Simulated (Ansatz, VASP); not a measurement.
Ag: VASP beside Ansatz

INCAR

```
  ALGO = Normal
  EDIFF = 1E-6
  ENCUT = 520
  GGA = PS
  ISIF = 2
  ISMEAR = -1
  LASPH = T
  LCHARG = F
  LREAL = F
  LWAVE = F
  NBANDS = 12
  NELM = 100
  PREC = Accurate
  SIGMA = 0.1
```

KPOINTS

```
k-points
0
Gamma
  15 15 15
```

The input POSCAR:

```
Ag
1.0
   -1.5686282078      1.5686282078      1.5686282078
    1.5686282078     -1.5686282078      1.5686282078
    1.5686282078      1.5686282078     -1.5686282078
Ag
1
Direct
    0.0000000000      0.0000000000      0.0000000000
```

Input for Ansatz:

```yaml
crystal:
  lattice:
    - [-1.5686282078, 1.5686282078, 1.5686282078]
    - [1.5686282078, -1.5686282078, 1.5686282078]
    - [1.5686282078, 1.5686282078, -1.5686282078]
  atoms:
    - { symbol: Ag, position: [0.0, 0.0, 0.0] }
hamiltonian:
  xc: pbesol
  pseudopotentials:
    kind: paw
    azcp:
      Ag: "pseudopotentials/Ag.paw.azcp"
basis:
  ecutwfc: 420
  fft_grid_basis: typed
kpoints:
  mp_grid: { grid: [15, 15, 15], shift: [0, 0, 0] }
magnetization:
  spin_polarized: false
scf:
  occupations: { method: fermi_dirac, width: 0.1 }
  lower_state_search: "off"
output:
  stress: true
  write_density: true
  write_potential: true
  elf: true
  volumetric_format: npy
```

Alike in both runs: task single point; functional PBEsol; k mesh 15 × 15 × 15; occupations fermi-dirac, width 0.1 eV; no spin polarisation.

|  | VASP | Ansatz |
| --- | --- | --- |
| version | VASP 6.6.1 | Ansatz 0.2.0 |
| potentials or method | VASP PAW PBE potentials, release 64 (Ag), cutoff 520 eV | plane waves (420 eV) with PAW, scalar-relativistic |
| valence electrons in the cell | 11 | 19 |

```tsv
	VASP	Ansatz	Ansatz less VASP
pressure (GPa)	11.7	12.1	+0.38
```

VASP's potentials were made for PBE, not for PBEsol, and Ansatz warns of the same on its side. VASP's potentials hold 11 valence electrons a cell and Ansatz's 19, so a difference there can come from the potentials and not from the codes.
